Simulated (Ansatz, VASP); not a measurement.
## One calculation of Tl, two programs

File INCAR:

```
SYSTEM = Tl
ALGO = Fast
EDIFF = 1E-6
EDIFFG = -0.005
ENCUT = 600
GGA = PE
IBRION = 2
ISIF = 3
ISMEAR = 0
IVDW = 12
LASPH = .TRUE.
LCHARG = .FALSE.
LREAL = .FALSE.
LWAVE = .FALSE.
NELM = 100
NSW = 100
PREC = Accurate
SIGMA = 0.1
```

File KPOINTS:

```
k-points
0
G
  14 14 14
  0 0 0
```

Contents of POSCAR:

```
Tl
1.0
    0.0000000000      2.4663412330      2.4663412330
    2.4663412330      0.0000000000      2.4663412330
    2.4663412330      2.4663412330      0.0000000000
Tl
1
Direct
    0.0000000000      0.0000000000      0.0000000000
```

Input for Ansatz:

```yaml
crystal:
  lattice:
    - [0.0, 2.466341233, 2.466341233]
    - [2.466341233, 0.0, 2.466341233]
    - [2.466341233, 2.466341233, 0.0]
  atoms:
    - { symbol: Tl, position: [0.0, 0.0, 0.0] }
basis:
  ecutwfc: 420
kpoints:
  mp_grid: { grid: [14, 14, 14] }
hamiltonian:
  xc: pbe
  dispersion: d3bj
scf:
  occupations: { method: gaussian, width: 0.1 }
output:
  forces: true
  stress: true
  eigenvalues: true
relax:
  adjacent_minimum: "off"
  f_tol: 0.005
  max_steps: 80
  cell: { stress_tol: 0.05 }
```

Alike in both runs: task relaxation of cell and atoms; functional PBE; dispersion D3(BJ); k mesh 14 × 14 × 14; occupations gaussian, width 0.1 eV; no spin polarisation.

|  | VASP | Ansatz |
| --- | --- | --- |
| version | VASP 6.6.1 | Ansatz 0.2.0 |
| potentials or method | VASP PAW PBE potentials, release 64 (Tl_d), cutoff 600 eV | scalar-relativistic, plane waves, PAW |
| valence electrons in the cell | 13 | 13 |

|  | VASP | Ansatz | Ansatz less VASP |
| --- | --- | --- | --- |
| gap on the k mesh at the Fermi level, each at its own relaxed structure (eV) | none | none | - |
| relaxed volume (Å³/atom) | 29.36 | 29.35 | -0.011 |
| relaxed cell length with the largest relative difference (Å) | 3.463 | 3.462 | -0.0004 |

A gap of «none» marks a metal or a gap that the smearing closes.

Neither program's run includes spin-orbit coupling.
